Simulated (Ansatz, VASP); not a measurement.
**NiPt4: VASP beside Ansatz**

The input INCAR:

```
PREC = Accurate
ENCUT = 520
EDIFF = 1E-7
ISMEAR = 0
SIGMA = 0.1
LREAL = F
LASPH = T
NELM = 150
ALGO = Normal
ISIF = 2
LWAVE = F
LCHARG = F
ISPIN = 2
MAGMOM = 0.82 0.23 0.23 0.23 0.23
LORBIT = 11
LMAXMIX = 4
GGA = PE
NBANDS = 37
```

Contents of KPOINTS:

```
Automatic mesh
0
Gamma
  6 6 6
```

Contents of POSCAR:

```
NiPt4
1.0
   -3.0795440000      3.0795440000      1.9537510000
    3.0795440000     -3.0795440000      1.9537510000
    3.0795440000      3.0795440000     -1.9537510000
Ni Pt
1 4
Direct
    0.5000000000      0.5000000000      0.0000000000
    0.8956130000      0.7020750000      0.5976880000
    0.1043870000      0.2979250000      0.4023120000
    0.2979250000      0.8956130000      0.1935380000
    0.7020750000      0.1043870000      0.8064620000
```

Input for Ansatz:

```yaml
crystal:
  lattice:
    - [-3.079544, 3.079544, 1.953751]
    - [3.079544, -3.079544, 1.953751]
    - [3.079544, 3.079544, -1.953751]
  atoms:
    - { symbol: Ni, position: [0.5, 0.5, 0.0], spin: 0.82 }
    - { symbol: Pt, position: [0.895613, 0.702075, 0.597688], spin: 0.23 }
    - { symbol: Pt, position: [0.104387, 0.297925, 0.402312], spin: 0.23 }
    - { symbol: Pt, position: [0.297925, 0.895613, 0.193538], spin: 0.23 }
    - { symbol: Pt, position: [0.702075, 0.104387, 0.806462], spin: 0.23 }
basis:
  ecutwfc: 420
kpoints:
  mp_grid: { grid: [6, 6, 6] }
hamiltonian:
  xc: pbe
scf:
  occupations: { method: gaussian, width: 0.1 }
  lower_state_search: "off"
output:
  forces: true
  stress: true
  eigenvalues: true
  populations: true
magnetization:
  spin_polarized: true
```

Alike in both runs: task single point; functional PBE; k mesh 6 × 6 × 6; occupations gaussian, width 0.1 eV; collinear spin.

|  | VASP | Ansatz |
| --- | --- | --- |
| version | VASP 6.6.1 | Ansatz 0.2.0 |
| potentials or method | VASP PAW PBE potentials, release 64 (Ni, Pt), cutoff 520 eV | scalar-relativistic, plane waves, PAW |
| valence electrons in the cell | 50 | 90 |

|  | VASP | Ansatz | Ansatz less VASP |
| --- | --- | --- | --- |
| gap on the k mesh at the Fermi level (eV) | none | none | - |
| pressure (GPa) | -0.5 | 0.0 | +0.50 |
| traceless stress, the component that is largest in VASP (GPa) | -0.07 | -0.07 | +0.001 |
| rms of the force components (eV/Å) | 0.006 | 0.006 | +0.0006 |
| net moment per atom (μB) | 0.30 | 0.31 | +0.008 |
| size of the moment on the site where the two differ most (μB) | 0.71 | 0.75 | +0.034 |

Site moments also hang on the region over which each program counts them. Atom by atom the forces differ by 0.002 eV/Å (rms over components). A gap of «none» marks a metal or a gap that the smearing closes. VASP's potentials hold 50 valence electrons a cell and Ansatz's 90, so a difference there can come from the potentials and not from the codes.

Neither program's run includes spin-orbit coupling.
